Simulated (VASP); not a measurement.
# GaSb: relaxation of cell and atoms with PBE

Crystal: GaSb.

```xyz
2
Lattice="0.0000 3.0274 3.0274 3.0274 0.0000 3.0274 3.0274 3.0274 0.0000" Properties=species:S:1:pos:R:3 pbc="T T T"
Ga    0.0000    0.0000    0.0000
Sb    4.5411    4.5411    4.5411
```

| Item | Value |
| --- | --- |
| Program | VASP 6.6.1 |
| Task | relaxation of cell and atoms |
| Functional | PBE |
| Potentials or basis | VASP PAW PBE potentials, release 64 (Ga_d, Sb) |
| Cutoff | 600 eV |
| k mesh | 12 × 12 × 12 |
| Occupations | gaussian, width 0.1 eV |
| Spin | no spin polarisation |
| Target pressure | 4 GPa |
| Dipole correction | no |
| Further INCAR settings | ALGO = Normal; EDIFF = 1e-06; IBRION = 2; EDIFFG = -0.008; NSW = 70; ISIF = 3 |

```json
{"Relaxed volume": "27.87 Å³/atom", "Relaxed cell": "a = 4.288 Å, b = 4.288 Å, c = 4.288 Å, α = 60.00°, β = 60.00°, γ = 60.00°", "Space group after relaxing (to 0.05 Å)": "F-43m (No. 216)", "Energy change on relaxing (the enthalpy is what falls)": "-3.1 meV/atom", "Ionic steps": "5", "Pressure after relaxing": "4.0 GPa", "Band gap on the k mesh": "0.23 eV, direct"}
```

The path:
| step | energy change (eV) | largest force (eV/Å) | pressure (GPa) | volume (Å³) |
| --- | --- | --- | --- | --- |
| 1 | 0.0000 | 0.0000 | 4.25 | 55.49 |
| 2 | -0.0088 | 0.0000 | 3.82 | 55.84 |
| 3 | -0.0057 | 0.0000 | 4.07 | 55.72 |
| 4 | -0.0067 | 0.0000 | 3.93 | 55.75 |
| 5 | -0.0062 | 0.0000 | 4.00 | 55.73 |

Final structure:
```
CELL_PARAMETERS angstrom
0.00000 3.03178 3.03178
3.03178 0.00000 3.03178
3.03178 3.03178 0.00000
ATOMIC_POSITIONS crystal
Ga 0.00000 0.00000 0.00000
Sb 0.75000 0.75000 0.75000
```

Levels at points of the mesh, in eV from the valence-band top:
```csv
k point,band 5,band 6,band 7,band 8,band 9,band 10,band 11,band 12,band 13
"(0.00, 0.00, 0.00)",-15.03,-11.67,0.00,0.00,0.00,0.23,2.77,2.77,2.77
"(0.50, 0.00, 0.00)",-15.03,-9.97,-6.50,-1.20,-1.20,0.46,3.75,3.75,6.45
"(0.50, 0.50, 0.00)",-15.03,-9.10,-6.94,-2.67,-2.67,0.87,1.20,8.86,8.86
```

Run time: 2.5 min on 1 thread of Intel(R) Xeon(R) 6975P-C (Granite Rapids), on a shared host, peak memory 0.25 GiB.

Caveat: the cell is relaxed towards a set pressure, so the enthalpy falls and the energy may rise; spin-orbit coupling is left out, which moves the levels of the heavy elements. A k mesh can miss the band edges.
